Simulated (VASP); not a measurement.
# AlN (P6_3mc) in VASP: notebook, part 3 of 4

VASP 6.6.1. Earlier steps stand in the parts before.

## Step 4: Vibrations by perturbation theory, PBEsol

This run uses another cell than the first one, of 10.12 Å³/atom, 1.034 times its volume.

INCAR

```
SYSTEM = AlN
PREC = Accurate
ENCUT = 520
EDIFF = 1E-8
ISMEAR = 0
SIGMA = 0.01
LREAL = .False.
LASPH = .True.
NELM = 80
ALGO = Normal
ISIF = 2
LWAVE = .False.
LCHARG = .False.
GGA = PS
NBANDS = 16
IBRION = 8
NSW = 1
```

KPOINTS

```
Automatic mesh
0
Gamma
  8 8 6
  0 0 0
```

POSCAR

```
AlN
1.0
    3.0824771196      0.0000000000      0.0000000000
   -1.5412385598      2.6695034922      0.0000000000
    0.0000000000      0.0000000000      4.9210768552
Al N
2 2
Direct
    0.3333333333      0.6666666667     -0.0013567587
    0.6666666667      0.3333333333      0.4986432413
    0.3333333333      0.6666666667      0.3813567587
    0.6666666667      0.3333333333      0.8813567587
```

Potentials or basis: VASP PAW PBE potentials, release 64 (Al, N).

Command:

```bash
cat potpaw_PBE.64/Al/POTCAR potpaw_PBE.64/N/POTCAR > POTCAR
mpirun -np 1 vasp_std > vasp.out
```

OUTCAR:

```text
SYSTEM = AlN
   PREC = Accurate
   ENCUT = 520
   EDIFF = 1E-8
   ISMEAR = 0
   LREAL = .False.
   LASPH = .True.
   NELM = 80
   ISIF = 2
   GGA = PS
   IBRION = 8
   NSW = 1

 ion  position               nearest neighbor table
   1  0.333  0.667  0.999-   4 1.87   4 1.87   4 1.87   3 1.88   2 3.04   2 3.04   2 3.04   2 3.04
                             2 3.04   2 3.04
   2  0.667  0.333  0.499-   3 1.87   3 1.87   3 1.87   4 1.88   1 3.04   1 3.04   1 3.04   1 3.04
                             1 3.04   1 3.04
   3  0.333  0.667  0.381-   2 1.87   2 1.87   2 1.87   1 1.88
   4  0.667  0.333  0.881-   1 1.87   1 1.87   1 1.87   2 1.88

  LATTYP: Found a hexagonal cell.
 ALAT       =     3.0824771196
 C/A-ratio  =     1.5964682508

  Lattice vectors:

 A1 = (   3.0824771196,   0.0000000000,   0.0000000000)
 A2 = (  -1.5412385598,   2.6695034922,   0.0000000000)
 A3 = (   0.0000000000,   0.0000000000,   4.9210768552)

Analysis of symmetry for initial positions (statically):
=====================================================================
 Subroutine PRICEL returns:
 Original cell was already a primitive cell.

 Routine SETGRP: Setting up the symmetry group for a
 hexagonal supercell.

 Subroutine GETGRP returns: Found 12 space group operations
 (whereof  6 operations were pure point group operations)
 out of a pool of 24 trial point group operations.

The static configuration has the point symmetry C_3v.
 The point group associated with its full space group is C_6v.

Analysis of symmetry for dynamics (positions and initial velocities):
=====================================================================
 Subroutine PRICEL returns:
 Original cell was already a primitive cell.

 Routine SETGRP: Setting up the symmetry group for a
 hexagonal supercell.

 Subroutine GETGRP returns: Found 12 space group operations
 (whereof  6 operations were pure point group operations)
 out of a pool of 24 trial point group operations.

The dynamic configuration has the point symmetry C_3v.
 The point group associated with its full space group is C_6v.

 Subroutine INISYM returns: Found 12 space group operations
 (whereof  6 operations are pure point group operations),
 and found     1 'primitive' translations

----------------------------------------------------------------------------------------

[... 620 lines left out ...]
  external PRESSURE =      70.2997232 kB  Pullay stress =       0.0000000 kB

 VOLUME and BASIS-vectors are now :
 -----------------------------------------------------------------------------
  energy-cutoff  :      520.00
  volume of cell :       40.49
      direct lattice vectors                 reciprocal lattice vectors
     3.082477120  0.000000000  0.000000000     0.324414411  0.187300748  0.000000000
    -1.541238560  2.669503492  0.000000000     0.000000000  0.374601495  0.000000000
     0.000000000  0.000000000  4.921076855     0.000000000  0.000000000  0.203207556

 POSITION                                       TOTAL-FORCE (eV/Angst)
 -----------------------------------------------------------------------------------
     -0.00000      1.77967      4.91440        -0.000000      0.000000     -0.000711
      1.54124      0.88983      2.45386         0.000000      0.000000     -0.000711
     -0.00000      1.77967      1.87669        -0.000000     -0.000000      0.000711
      1.54124      0.88983      4.33722         0.000000      0.000000      0.000711
 -----------------------------------------------------------------------------------
    total drift:                               -0.000000      0.000000     -0.001055

  FREE ENERGIE OF THE ION-ELECTRON SYSTEM (eV)
  ---------------------------------------------------
  free  energy   TOTEN  =       -31.2828082606 eV

  energy  without entropy=      -31.2828082606  energy(sigma->0) =      -31.28280826

[... ionic steps 2 to 9 ...]

--------------------------------------- Ionic step       10  -------------------------------------------

------------------------ aborting loop because EDIFF is reached ----------------------------------------

[... ionic steps 11 to 11 ...]

--------------------------------------- Ionic step       12  -------------------------------------------

 Free energy of the ion-electron system (eV)
  ---------------------------------------------------
  ---------------------------------------------------
  free energy    TOTEN  =        -0.25404270 eV

  energy without entropy =       -0.25404270

------------------------ aborting loop because EDIFF is reached ----------------------------------------

 INTERNAL STRAIN TENSOR  FOR ION    3  DIRECTION 3   (eV/Angst):
 -----------------------------------------------------------------------------
     6.61955  0.00000  0.00000
     0.00000  6.61955  0.00000
     0.00000  0.00000-14.68073

 INTERNAL STRAIN TENSOR FOR ION    4 for displacements in x,y,z  (eV/Angst):
          X           Y           Z          XY          YZ          ZX
  --------------------------------------------------------------------------------
  x     0.00000    -0.00000     0.00000    12.33580     0.00000     6.30693
  y    12.33580   -12.33580    -0.00000     0.00000     6.30705    -0.00000
  z     6.61955     6.61955   -14.68073     0.00000    -0.00000     0.00000

 SECOND DERIVATIVES (NOT SYMMETRIZED)
 ------------------------------------
               1X          1Y          1Z          2X          2Y          2Z          3X          3Y          3Z          4X          4Y          4Z
  1X   -17.254521   -0.000000    0.000000    0.714117    0.000000    0.000000    1.370679    0.000000    0.000000   15.169725    0.000000    0.000000
  1Y     0.000000  -17.254521    0.000000   -0.000000    0.714117    0.000000   -0.000000    1.370679    0.000000    0.000000   15.169725    0.000000
  1Z     0.000000   -0.000000  -22.386819    0.000000    0.000000    8.668110    0.000000   -0.000000    7.473440    0.000000    0.000000    6.245270
  2X     0.714117    0.000000    0.000000  -17.254521   -0.000000   -0.000000   15.169725    0.000000    0.000000    1.370679    0.000000   -0.000000
  2Y    -0.000000    0.714117   -0.000000    0.000000  -17.254521   -0.000000    0.000000   15.169725   -0.000000   -0.000000    1.370679    0.000000
  2Z     0.000000    0.000000    8.668110   -0.000000    0.000000  -22.386819    0.000000    0.000000    6.245270    0.000000    0.000000    7.473440
  3X     1.367538   -0.000000   -0.000000   15.165366    0.000000    0.000000  -17.309562    0.000000    0.000000    0.776658   -0.000000   -0.000000
  3Y     0.000000    1.367538    0.000000   -0.000000   15.165366    0.000000    0.000000  -17.309562    0.000000    0.000000    0.776658    0.000000
  3Z     0.000000    0.000000    7.443951    0.000000    0.000000    6.274003    0.000000   -0.000000  -21.034783    0.000000   -0.000000    7.316829
  4X    15.165366   -0.000000    0.000000    1.367538   -0.000000    0.000000    0.776658    0.000000    0.000000  -17.309562    0.000000    0.000000
  4Y    -0.000000   15.165366    0.000000    0.000000    1.367538   -0.000000    0.000000    0.776658    0.000000   -0.000000  -17.309562    0.000000
  4Z     0.000000    0.000000    6.274003    0.000000    0.000000    7.443951    0.000000    0.000000    7.316829   -0.000000   -0.000000  -21.034783

 Eigenvectors and eigenvalues of the dynamical matrix
 ----------------------------------------------------

   1 f  =   22.270207 THz   139.927838 2PiTHz  742.854149 cm-1    92.102135 meV
             X         Y         Z           dx          dy          dz
     -0.000000  1.779669  4.914400    -0.000000   -0.000000    0.049545
      1.541239  0.889834  2.453862    -0.000000   -0.000000   -0.049545
     -0.000000  1.779669  1.876686     0.000000    0.000000   -0.705369
      1.541239  0.889834  4.337224     0.000000    0.000000    0.705369
[... 71 lines left out ...]
  12 f/i=    0.002252 THz     0.014150 2PiTHz    0.075119 cm-1     0.009314 meV
             X         Y         Z           dx          dy          dz
     -0.000000  1.779669  4.914400    -0.304874    0.485986    0.000000
      1.541239  0.889834  2.453862    -0.304874    0.485986    0.000000
     -0.000000  1.779669  1.876686    -0.219669    0.350165    0.000000
      1.541239  0.889834  4.337224    -0.219669    0.350165    0.000000

--------------------------------------------------------------------------------------------------------

 ELASTIC MODULI CONTR FROM IONIC RELAXATION (kBar)
 Direction    XX          YY          ZZ          XY          YZ          ZX
 --------------------------------------------------------------------------------
 XX        -927.3689    420.7974    561.6913      0.0000      0.0000      0.0000
 YY         420.7974   -927.3689    561.6913     -0.0000     -0.0000     -0.0000
 ZZ         561.6913    561.6913  -1245.6169      0.0000     -0.0000      0.0000
 XY           0.0000     -0.0000      0.0000   -674.0831      0.0000      0.0000
 YZ          -0.0000     -0.0000     -0.0000      0.0000   -176.1715     -0.0000
 ZX           0.0000     -0.0000      0.0000      0.0000     -0.0000   -186.6123
 --------------------------------------------------------------------------------
```

OSZICAR:

```text
N       E                     dE             d eps       ncg     rms          rms(c)
DAV:   1     0.381768648064E+02    0.38177E+02   -0.73866E+03  1280   0.900E+02
DAV:   2    -0.326341344310E+02   -0.70811E+02   -0.65349E+02  1816   0.187E+02
[... 68 lines left out ...]
RMM:   7    -0.254044116128E+00    0.31277E-05   -0.85626E-07  2760   0.214E-03    0.587E-04
RMM:   8    -0.254041115124E+00    0.30010E-05    0.52331E-07  2814   0.596E-04    0.272E-04
RMM:   9    -0.254042663879E+00   -0.15488E-05   -0.84714E-09  2817   0.240E-04    0.230E-05
RMM:  10    -0.254042678054E+00   -0.14175E-07    0.49851E-08  2945   0.328E-05    0.168E-05
RMM:  11    -0.254042693366E+00   -0.15312E-07    0.19914E-10  2911   0.116E-05    0.609E-06
RMM:  12    -0.254042702655E+00   -0.92890E-08   -0.63224E-09  2741   0.399E-06    0.107E-06
 Linear response finished
```

stdout:

```text
POSCAR found type information on POSCAR AlN
 POSCAR found :  2 types and       4 ions
 scaLAPACK will be used
 -----------------------------------------------------------------------------
|                                                                             |
|                                                                             |
|     You enforced a specific xc type in the INCAR file but a different       |
|     I HOPE YOU KNOW WHAT YOU ARE DOING!                                     |
|                                                                             |
 -----------------------------------------------------------------------------

 LDA part: xc-table for (Slater+PW92), standard interpolation
 POSCAR, INCAR and KPOINTS ok, starting setup
 FFT: planning ... GRIDC
 FFT: planning ... GRID_SOFT
 FFT: planning ... GRID
 WAVECAR not read
 entering main loop
 Linear response reoptimize wavefunctions to high precision
 Linear response DOF=           4
 Linear response progress:
 first order change of Fermi-energy   0.17697E-03
 force on displaced ion       1 direction 1 : -17.255  -0.000  -0.000
 Linear response progress:
 first order change of Fermi-energy  -0.13630E+01
 force on displaced ion       1 direction 3 :  -0.000   0.000 -22.387
 Linear response progress:
 first order change of Fermi-energy  -0.12975E-03
 force on displaced ion       3 direction 1 : -17.310   0.000  -0.000
 Linear response progress:
 first order change of Fermi-energy   0.13629E+01
 force on displaced ion       3 direction 3 :   0.000  -0.000 -21.035
 Linear response finished
```

Wall time 2.5 min (1 thread of Intel Xeon 6975P-C (Granite Rapids), shared host); peak memory 0.4 GiB.

Results:

| Quantity | Value |
| --- | --- |
| Highest phonon frequency at Γ, LO-TO splitting left out | 743 cm⁻¹ |

Phonon frequencies in cm⁻¹ (negative: imaginary):
| q point | frequencies |
| --- | --- |
| (0.000, 0.000, 0.000) | 0 0 0 235 235 558 636 691 691 698 698 743 |

Caveat: the cell wasn't relaxed at this level first, which shifts response properties; the PAW data sets were made with another functional, which shifts forces and pressure a little.

## Step 5: Vibrations by perturbation theory, PBEsol

This run uses another cell than the first one, of 10.26 Å³/atom, 1.048 times its volume.

INCAR

```
SYSTEM = AlN
  ALGO = Normal
  EDIFF = 1E-8
  ENCUT = 520
  GGA = PS
  IBRION = 8
  ISIF = 2
  ISMEAR = 0
  LASPH = .True.
  LCHARG = .False.
  LREAL = .False.
  LWAVE = .False.
  NBANDS = 16
  NELM = 100
  NSW = 1
  PREC = Accurate
  SIGMA = 0.01
```

KPOINTS

```
k-points
0
Gamma
  8 8 6
  0 0 0
```

POSCAR

```
AlN
1.0
    3.0953293708      0.0000000000      0.0000000000
   -1.5476646854      2.6806338682      0.0000000000
    0.0000000000      0.0000000000      4.9470341605
Al N
2 2
Direct
    0.3333333333      0.6666666667     -0.0011955389
    0.6666666667      0.3333333333      0.4988044611
    0.3333333333      0.6666666667      0.3811955389
    0.6666666667      0.3333333333      0.8811955389
```

Potentials or basis: VASP PAW PBE potentials, release 64 (Al, N).

Command:

```bash
cat potpaw_PBE.64/Al/POTCAR potpaw_PBE.64/N/POTCAR > POTCAR
mpirun -np 1 vasp_std > vasp.out
```

OUTCAR:

```text
SYSTEM = AlN
   EDIFF = 1E-8
   ENCUT = 520
   GGA = PS
   IBRION = 8
   ISIF = 2
   ISMEAR = 0
   LASPH = .True.
   LREAL = .False.
   NELM = 100
   NSW = 1
   PREC = Accurate

 ion  position               nearest neighbor table
   1  0.333  0.667  0.999-   4 1.88   4 1.88   4 1.88   3 1.89   2 3.05   2 3.05   2 3.05   2 3.05
                             2 3.05   2 3.05
   2  0.667  0.333  0.499-   3 1.88   3 1.88   3 1.88   4 1.89   1 3.05   1 3.05   1 3.05   1 3.05
                             1 3.05   1 3.05
   3  0.333  0.667  0.381-   2 1.88   2 1.88   2 1.88   1 1.89
[... 740 lines left out ...]
  4Z     0.000000    0.000000    6.235215    0.000000    0.000000    6.991528    0.000000    0.000000    7.148034    0.000000    0.000000  -20.374777

 Eigenvectors and eigenvalues of the dynamical matrix
 ----------------------------------------------------

   1 f  =   21.929612 THz   137.787816 2PiTHz  731.493117 cm-1    90.693547 meV
             X         Y         Z           dx          dy          dz
     -0.000000  1.787089  4.941120    -0.000000   -0.000000    0.033769
      1.547665  0.893545  2.467603    -0.000000   -0.000000   -0.033769
     -0.000000  1.787089  1.885787     0.000000    0.000000   -0.706300
      1.547665  0.893545  4.359304     0.000000    0.000000    0.706300
[... 71 lines left out ...]
  12 f/i=    0.001169 THz     0.007346 2PiTHz    0.038997 cm-1     0.004835 meV
             X         Y         Z           dx          dy          dz
     -0.000000  1.787089  4.941120    -0.018425   -0.573424   -0.000000
      1.547665  0.893545  2.467603    -0.018425   -0.573424   -0.000000
     -0.000000  1.787089  1.885787    -0.013274   -0.413122   -0.000000
      1.547665  0.893545  4.359304    -0.013274   -0.413122   -0.000000

--------------------------------------------------------------------------------------------------------

 ELASTIC MODULI CONTR FROM IONIC RELAXATION (kBar)
 Direction    XX          YY          ZZ          XY          YZ          ZX
 --------------------------------------------------------------------------------
 XX        -839.3453    386.1979    502.0985      0.0000     -0.0000     -0.0000
 YY         386.1979   -839.3453    502.0985     -0.0000      0.0000     -0.0000
 ZZ         502.0985    502.0985  -1112.6749      0.0000     -0.0000      0.0000
 XY           0.0000     -0.0000      0.0000   -612.7716      0.0000     -0.0000
 YZ          -0.0000      0.0000     -0.0000      0.0000   -158.3866      0.0000
 ZX          -0.0000     -0.0000      0.0000     -0.0000      0.0000   -168.1118
 --------------------------------------------------------------------------------
```

OSZICAR:

```text
N       E                     dE             d eps       ncg     rms          rms(c)
DAV:   1     0.392438732578E+02    0.39244E+02   -0.72677E+03  1280   0.896E+02
DAV:   2    -0.324194481773E+02   -0.71663E+02   -0.65470E+02  1784   0.186E+02
DAV:   3    -0.358042907081E+02   -0.33848E+01   -0.33756E+01  1648   0.427E+01
DAV:   4    -0.358242127170E+02   -0.19922E-01   -0.19921E-01  1536   0.365E+00
[... 68 lines left out ...]
RMM:   7    -0.253511716736E+00    0.31931E-05   -0.96049E-07  2769   0.214E-03    0.578E-04
RMM:   8    -0.253508473364E+00    0.32434E-05    0.48612E-07  2815   0.598E-04    0.283E-04
RMM:   9    -0.253509961936E+00   -0.14886E-05    0.60816E-09  2794   0.235E-04    0.209E-05
RMM:  10    -0.253509990165E+00   -0.28228E-07    0.48441E-08  2959   0.344E-05    0.170E-05
RMM:  11    -0.253509999765E+00   -0.96005E-08    0.43338E-09  2891   0.133E-05    0.572E-06
 Linear response finished
```

Run time: 2.5 min. Hardware: 1 thread of Intel Xeon 6975P-C (Granite Rapids), shared host; peak memory 0.41 GiB.

What came out:

| Property | Result |
| --- | --- |
| Highest phonon frequency at Γ, LO-TO splitting left out | 731 cm⁻¹ |

Phonon frequencies in cm⁻¹ (negative: imaginary):
| q point | frequencies |
| --- | --- |
| (0.000, 0.000, 0.000) | 0 0 0 235 235 552 625 676 676 685 685 731 |

Caveat: the cell wasn't relaxed at this level first, which shifts response properties; the PAW data sets were made with another functional, which shifts forces and pressure a little.

(Part 3 of 4 ends here.)
